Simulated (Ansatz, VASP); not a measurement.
**Pd in VASP and in Ansatz**

INCAR

```
SYSTEM = Pd
  PREC = Accurate
  ENCUT = 520
  EDIFF = 1E-8
  ISMEAR = -1
  SIGMA = 0.05
  LREAL = .FALSE.
  LASPH = .TRUE.
  NELM = 80
  ALGO = Normal
  ISIF = 2
  LWAVE = .FALSE.
  LCHARG = .FALSE.
  LEFG = .TRUE.
  NBANDS = 11
```

KPOINTS

```
regular mesh
0
G
  18 18 18
  0 0 0
```

POSCAR

```
Pd
1.0
    0.0000000000      1.9318465866      1.9318465866
    1.9318465866      0.0000000000      1.9318465866
    1.9318465866      1.9318465866      0.0000000000
Pd
1
Direct
    0.0000000000      0.0000000000      0.0000000000
```

Input for Ansatz:

```yaml
crystal:
  lattice:
    - [0.0, 1.9318465866, 1.9318465866]
    - [1.9318465866, 0.0, 1.9318465866]
    - [1.9318465866, 1.9318465866, 0.0]
  atoms:
    - { symbol: Pd, position: [0.0, 0.0, 0.0] }
kpoints:
  mp_grid: { grid: [18, 18, 18] }
scf:
  occupations: { method: fermi_dirac, width: 0.05 }
hamiltonian:
  xc: lda
  pseudopotentials: { kind: all_electron, datasets: crystal }
output:
  forces: true
  stress: true
  eigenvalues: true
  efg: { contact_densities: true }
```

Change from the starting cell: volume scaled by 0.98, crystal datasets.

Alike in both runs: task electric field gradients; functional LDA; k mesh 18 × 18 × 18; occupations fermi-dirac, width 0.05 eV; no spin polarisation.

|  | VASP | Ansatz |
| --- | --- | --- |
| version | VASP 6.6.1 | Ansatz 0.2.0 |
| potentials or method | VASP PAW LDA potentials, release 64 (Pd), cutoff 520 eV | all-electron PAW with datasets made for the crystal, scalar-relativistic |

```tsv
	VASP	Ansatz	Ansatz less VASP
pressure (GPa)	-3.8	-4.1	-0.28
```

LDA's correlation is that of Perdew and Zunger in VASP and of Perdew and Wang (1992) in Ansatz. Ansatz ran all-electron here, and VASP with PAW potentials.
